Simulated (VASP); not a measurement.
# TaN (P-62m) in VASP: single point with LDA

Aim: the single point of TaN with LDA.

Program: VASP 6.6.1. These are calculated values, not measurements. Logs are shortened: lines on timing, memory, paths and dates and some standing lists are left out, and cuts for length are marked.

## 1. The cell of the first run

It takes space group P-62m (No. 189, hexagonal). The conventional cell has a = 5.213 Å, b = 5.213 Å, c = 2.921 Å, α = 90.00°, β = 90.00°, γ = 120.00°. Ta (site symmetry -6) has 6 N at 2.17 Å and 5 Ta at 2.92 to 3.01 Å within 3.1 Å. Ta (site symmetry -62m) has 3 N at 2.05 Å within 2.7 Å. Within 2.8 Å of N (site symmetry m2m) lie 5 Ta at 2.05 to 2.17 Å and 4 N at 2.78 Å.

## 2. Single point, LDA

INCAR reads:

```
SYSTEM = TaN
PREC = Accurate
ENCUT = 700
EDIFF = 1E-6
ISMEAR = 1
SIGMA = 0.1
LREAL = .False.
LASPH = .True.
NELM = 120
ALGO = Normal
ISIF = 2
LWAVE = .False.
LCHARG = .False.
NBANDS = 36
GGA_COMPAT = .False.
```

KPOINTS reads:

```
Automatic mesh
0
Gamma
  5 5 8
  0 0 0
```

POSCAR reads:

```
TaN
1.0
    5.2132625853      0.0000000000      0.0000000000
   -2.6066312926      4.5148178374      0.0000000000
    0.0000000000      0.0000000000      2.9206711674
Ta N
3 3
Direct
    0.3333333333      0.6666666667      0.5000000000
    0.6666666667      0.3333333333      0.5000000000
    0.0000000000      0.0000000000      0.0000000000
    0.3928500000      0.0000000000      0.0000000000
    0.6071500000      0.6071500000      0.0000000000
    0.0000000000      0.3928500000      0.0000000000
```

Potentials or basis: VASP PAW LDA potentials, release 64 (Ta_sv_GW, N).

Launch:

```
cat potpaw_LDA.64/Ta_sv_GW/POTCAR potpaw_LDA.64/N/POTCAR > POTCAR
mpirun -np 1 vasp_std > vasp.out
```

OUTCAR:

```text
SYSTEM = TaN
   PREC = Accurate
   ENCUT = 700
   EDIFF = 1E-6
   ISMEAR = 1
   LREAL = .False.
   LASPH = .True.
   NELM = 120
   ISIF = 2

 ion  position               nearest neighbor table
   1  0.333  0.667  0.500-   5 2.17   5 2.17   6 2.17   6 2.17   4 2.17   4 2.17   2 3.01   2 3.01
                             2 3.01
   2  0.667  0.333  0.500-   6 2.17   6 2.17   4 2.17   4 2.17   5 2.17   5 2.17   1 3.01   1 3.01
                             1 3.01
   3  0.000  0.000  0.000-   4 2.05   6 2.05   5 2.05
   4  0.393  0.000  0.000-   3 2.05   1 2.17   1 2.17   2 2.17   2 2.17
   5  0.607  0.607  0.000-   3 2.05   1 2.17   1 2.17   2 2.17   2 2.17
   6  0.000  0.393  0.000-   3 2.05   2 2.17   2 2.17   1 2.17   1 2.17

  LATTYP: Found a hexagonal cell.
 ALAT       =     5.2132625853
 C/A-ratio  =     0.5602386451

  Lattice vectors:

 A1 = (   5.2132625853,   0.0000000000,   0.0000000000)
 A2 = (  -2.6066312926,   4.5148178374,   0.0000000000)
 A3 = (   0.0000000000,   0.0000000000,   2.9206711674)

Analysis of symmetry for initial positions (statically):
=====================================================================
 Subroutine PRICEL returns:
 Original cell was already a primitive cell.

 Routine SETGRP: Setting up the symmetry group for a
 hexagonal supercell.

 Subroutine GETGRP returns: Found 12 space group operations
 (whereof 12 operations were pure point group operations)
 out of a pool of 24 trial point group operations.

The static configuration has the point symmetry D_3h.

Analysis of symmetry for dynamics (positions and initial velocities):
=====================================================================
 Subroutine PRICEL returns:
 Original cell was already a primitive cell.

 Routine SETGRP: Setting up the symmetry group for a
 hexagonal supercell.

 Subroutine GETGRP returns: Found 12 space group operations
 (whereof 12 operations were pure point group operations)
 out of a pool of 24 trial point group operations.

The dynamic configuration has the point symmetry D_3h.

 Subroutine INISYM returns: Found 12 space group operations
 (whereof 12 operations are pure point group operations),
 and found     1 'primitive' translations

----------------------------------------------------------------------------------------

                                     Primitive cell

  volume of cell :      68.7436

  direct lattice vectors                    reciprocal lattice vectors
     5.213262585  0.000000000  0.000000000     0.191818460  0.110746439  0.000000000
    -2.606631293  4.514817837  0.000000000     0.000000000  0.221492879  0.000000000
     0.000000000  0.000000000  2.920671167     0.000000000  0.000000000  0.342387055

  length of vectors
     5.213262585  5.213262587  2.920671167     0.221492879  0.221492879  0.342387055

  position of ions in fractional coordinates (direct lattice)
     0.333333333  0.666666667  0.500000000
     0.666666667  0.333333333  0.500000000
     0.000000000  0.000000000  0.000000000
     0.392850000  0.000000000  0.000000000
     0.607150000  0.607150000  0.000000000
     1.000000000  0.392850000  0.000000000

  ion indices of the primitive-cell ions
   primitive index   ion index
                 1           1
                 2           2
                 3           3
                 4           4
                 5           5
                 6           6

----------------------------------------------------------------------------------------

 KPOINTS: Automatic mesh

Automatic generation of k-mesh.
 Grid dimensions read from file:
 generate k-points for:    5    5    8

 Generating k-lattice:

  Cartesian coordinates                     Fractional coordinates (reciprocal lattice)
     0.038363692  0.022149288  0.000000000     0.200000000  0.000000000  0.000000000
     0.000000000  0.044298576  0.000000000     0.000000000  0.200000000  0.000000000
     0.000000000  0.000000000  0.042798382     0.000000000  0.000000000  0.125000000

  Length of vectors
     0.044298576  0.044298576  0.042798382

  Shift w.r.t. Gamma in fractional coordinates (k-lattice)
     0.000000000  0.000000000  0.000000000

 Subroutine IBZKPT returns following result:
 ===========================================

 Found     25 irreducible k-points:

 Following reciprocal coordinates:
            Coordinates               Weight
  0.000000  0.000000  0.000000      1.000000
  0.200000 -0.000000  0.000000      6.000000
  0.400000  0.000000  0.000000      6.000000
  0.200000  0.200000  0.000000      6.000000
  0.400000  0.200000  0.000000      6.000000
  0.000000  0.000000  0.125000      2.000000
[... 16 lines left out ...]
  0.400000  0.000000  0.500000      6.000000
  0.200000  0.200000  0.500000      6.000000
   k-points           NKPTS =     25   k-points in BZ     NKDIM =     25   number of bands    NBANDS=     36
   number of dos      NEDOS =    301   number of ions     NIONS =      6
   total plane-waves  NPLWV =  64512
   dimension x,y,z NGX =    48 NGY =   48 NGZ =   28
   dimension x,y,z NGXF=    96 NGYF=   96 NGZF=   56
   ions per type =               3   3
   NGX,Y,Z   is equivalent  to a cutoff of  15.31, 15.31, 15.94 a.u.
   NGXF,Y,Z  is equivalent  to a cutoff of  30.61, 30.61, 31.88 a.u.
 SYSTEM =  TaN
   PREC   = accura    normal or accurate (medium, high low for compatibility)
   ISTART =      0    job   : 0-new  1-cont  2-samecut
   ICHARG =      2    charge: 1-file 2-atom 10-const
   ISPIN  =      1    spin polarized calculation?
   LNONCOLLINEAR =      F non collinear calculations
   LSORBIT =      F    spin-orbit coupling
   LASPH  =      T    aspherical Exc in radial PAW
   ENCUT  =  700.0 eV  51.45 Ry    7.17 a.u.  11.25 11.25  6.30*2*pi/ulx,y,z
   NELM   =    120;   NELMIN=  2; NELMDL= -5     # of ELM steps
   EDIFF  = 0.1E-05   stopping-criterion for ELM
   LREAL  =      F    real-space projection
   EDIFFG = 0.1E-04   stopping-criterion for IOM
   NSW    =      0    number of steps for IOM
   IBRION =     -1    ionic relax: 0-MD 1-quasi-New 2-CG
   NFREE  =      0    steps in history (QN), initial steepest desc. (CG)
   ISIF   =      2    stress and relaxation
   ISYM   =      2    0-nonsym 1-usesym 2-fastsym
   POTIM  = 0.5000    time-step for ionic-motion
   TEBEG  =    0.0;   TEEND  =   0.0 temperature during run
   PSTRESS=    0.0 pullay stress
   NELECT =      54.0000    total number of electrons
   NUPDOWN=      -1.0000    fix difference up-down
   EMIN   =  10.00;   EMAX   =-10.00  energy-range for DOS
   EFERMI =   0.00;   METHOD = LEGACY
   ISMEAR =     1;   SIGMA  =   0.10  broadening in eV -4-tet -1-fermi 0-gaus
   EFERMI_NEDOS =   21; number of points for ismear=-14 and -15
   IALGO  =     38    algorithm
   IMIX   =      4    mixing-type and parameters
     AMIX     =   0.40;   BMIX     =  1.00
     AMIX_MAG =   1.60;   BMIX_MAG =  1.00
  volume/ion in A,a.u.               =      11.46        77.32
  Fermi-wavevector in a.u.,A,eV,Ry     =   1.510527  2.854483 31.044315  2.281693
  Thomas-Fermi vector in A             =   2.620705
   LORBIT       =      0    0 simple, 1 ext, 2 COOP (PROOUT), +10 PAW based schemes
   GGA     = CA    functional components
   LHFCALC =     F    Hartree Fock is set to
   AEXX    =    0.0000 exact exchange contribution
   IVDW    =     0    specifies the selected vdW correction
   LEPSILON=     F    determine dielectric tensor
   LRPA    =     F    only Hartree local field effects (RPA)
 non-spin polarized calculation
 Methfessel and Paxton  Order N= 1 SIGMA  =   0.10
  energy-cutoff  :      700.00
  volume of cell :       68.74
 maximum number of plane-waves:      2917
 NGX is ok and might be reduce to    48
   NGX = 23   NGY = 23   NGZ = 13

 number of electron      54.0000002 magnetization

 Free energy of the ion-electron system (eV)
  ---------------------------------------------------
  ext. energy  EPLUGINS =         0.00000000
  ---------------------------------------------------
  free energy    TOTEN  =       -81.59387953 eV

  energy without entropy =      -81.59214713  energy(sigma->0) =      -81.59330207

 E-fermi :  12.0804     XC(G=0): -13.5601

 val. band max:       11.7863472823   @ k =   0.2000  -0.0000   0.1250
 cond. band min:      12.0974183265   @ k =   0.2000  -0.0000   0.2500
 fundamental gap:      0.3110710441
 Fermi energy:        12.0804109355

 k-point     1 :       0.0000    0.0000    0.0000
  band No.  band energies     occupation
      1     -57.1702      2.00000
      2     -57.1262      2.00000
      3     -56.5336      2.00000
      4     -24.1539      2.00000
      5     -24.1539      2.00000
      6     -23.8068      2.00000
[... 28 lines left out ...]
     35      14.9521      0.00000
     36      14.9521      0.00000

 k-point     2 :       0.2000   -0.0000    0.0000
  band No.  band energies     occupation
      1     -57.1665      2.00000
      2     -57.1299      2.00000
      3     -56.5338      2.00000
      4     -24.1837      2.00000
      5     -24.1413      2.00000
      6     -23.7867      2.00000
[... 28 lines left out ...]
     35      15.2025      0.00000
     36      15.2357      0.00000

 k-point     3 :       0.4000    0.0000    0.0000
  band No.  band energies     occupation
      1     -57.1578      2.00000
      2     -57.1384      2.00000
      3     -56.5340      2.00000
      4     -24.2234      2.00000
      5     -24.0733      2.00000
      6     -23.8389      2.00000
[... 28 lines left out ...]
     35      15.5862      0.00000
     36      15.8040      0.00000

 k-point     4 :       0.2000    0.2000    0.0000
  band No.  band energies     occupation
      1     -57.1599      2.00000
      2     -57.1363      2.00000
      3     -56.5339      2.00000
      4     -24.2003      2.00000
      5     -24.1097      2.00000
      6     -23.8259      2.00000
[... 28 lines left out ...]
     35      15.5325      0.00000
     36      15.5797      0.00000

 k-point     5 :       0.4000    0.2000    0.0000
  band No.  band energies     occupation
      1     -57.1526      2.00000
      2     -57.1436      2.00000
      3     -56.5340      2.00000
      4     -24.2071      2.00000
      5     -24.0388      2.00000
      6     -23.9231      2.00000
[... 655 lines left out ...]
 k-point    22 :       0.2000   -0.0000    0.5000
  band No.  band energies     occupation
      1     -57.1225      2.00000
      2     -57.0872      2.00000
      3     -56.4955      2.00000
      4     -24.4632      2.00000
      5     -24.3015      2.00000
      6     -24.0201      2.00000
[... 28 lines left out ...]
     35      16.1252      0.00000
     36      16.2183      0.00000

 k-point    23 :       0.4000    0.0000    0.5000
  band No.  band energies     occupation
      1     -57.1142      2.00000
      2     -57.0954      2.00000
      3     -56.4955      2.00000
      4     -24.4403      2.00000
      5     -24.3391      2.00000
      6     -24.0358      2.00000
[... 28 lines left out ...]
     35      16.8087      0.00000
     36      17.0756      0.00000

 k-point    24 :       0.2000    0.2000    0.5000
  band No.  band energies     occupation
      1     -57.1163      2.00000
      2     -57.0934      2.00000
      3     -56.4955      2.00000
      4     -24.4447      2.00000
      5     -24.3322      2.00000
      6     -24.0459      2.00000
[... 28 lines left out ...]
     35      16.6525      0.00000
     36      17.0205      0.00000

 [... further k-points ...]
[... 5 lines left out ...]
  --------------------------------------------------------------------------------------
  -------------------------------------------------------------------------------------
  Total       -4.7688225     -4.7688225     -6.0166518     -0.0000000     -0.0000000      0.0000000
  in kB     -111.1448240   -111.1448240   -140.2274257     -0.0000000     -0.0000000      0.0000000
  external PRESSURE =    -120.8390246 kB  Pullay stress =       0.0000000 kB

 VOLUME and BASIS-vectors are now :
 -----------------------------------------------------------------------------
  energy-cutoff  :      700.00
  volume of cell :       68.74
      direct lattice vectors                 reciprocal lattice vectors
     5.213262585  0.000000000  0.000000000     0.191818460  0.110746439  0.000000000
    -2.606631293  4.514817837  0.000000000     0.000000000  0.221492879  0.000000000
     0.000000000  0.000000000  2.920671167     0.000000000  0.000000000  0.342387055

 POSITION                                       TOTAL-FORCE (eV/Angst)
 -----------------------------------------------------------------------------------
     -0.00000      3.00988      1.46034         0.000000      0.000000     -0.000000
      2.60663      1.50494      1.46034         0.000000      0.000000     -0.000000
      0.00000      0.00000      0.00000         0.000000      0.000000     -0.000000
      2.04803      0.00000      0.00000        -0.109156      0.000000      0.000000
      1.58262      2.74117      0.00000         0.054578      0.094532     -0.000000
     -1.02402      1.77365      0.00000         0.054578     -0.094532     -0.000000
 -----------------------------------------------------------------------------------
    total drift:                               -0.000000     -0.000000      0.000000

  FREE ENERGIE OF THE ION-ELECTRON SYSTEM (eV)
  ---------------------------------------------------
  free  energy   TOTEN  =       -81.5938795349 eV

  energy  without entropy=      -81.5921471325  energy(sigma->0) =      -81.59330207
```

Run time: 1.9 min. Hardware: 1 thread of Intel Xeon Platinum 8259CL at 2.50GHz (Skylake/Cascade Lake), shared host; peak memory 0.25 GiB.

Results:

```yaml
Free_energy: -81.5939 eV
Pressure: -12.1 GPa
Largest_force: 0.109 eV/Å
Band_gap_on_the_k_mesh: zero (bands 27 and 28 overlap by 3.05 eV)
```

Forces on the atoms (eV/Å):
```
Ta   0.000  0.000  0.000
Ta   0.000  0.000  0.000
Ta   0.000  0.000  0.000
N   -0.109  0.000  0.000
N    0.055  0.095  0.000
N    0.055 -0.095  0.000
```

Caveat: the cell stands under tension; spin-orbit coupling is left out, which moves the levels of the heavy elements.

The gap in the log of VASP goes by the Fermi energy; the results here count the filled bands.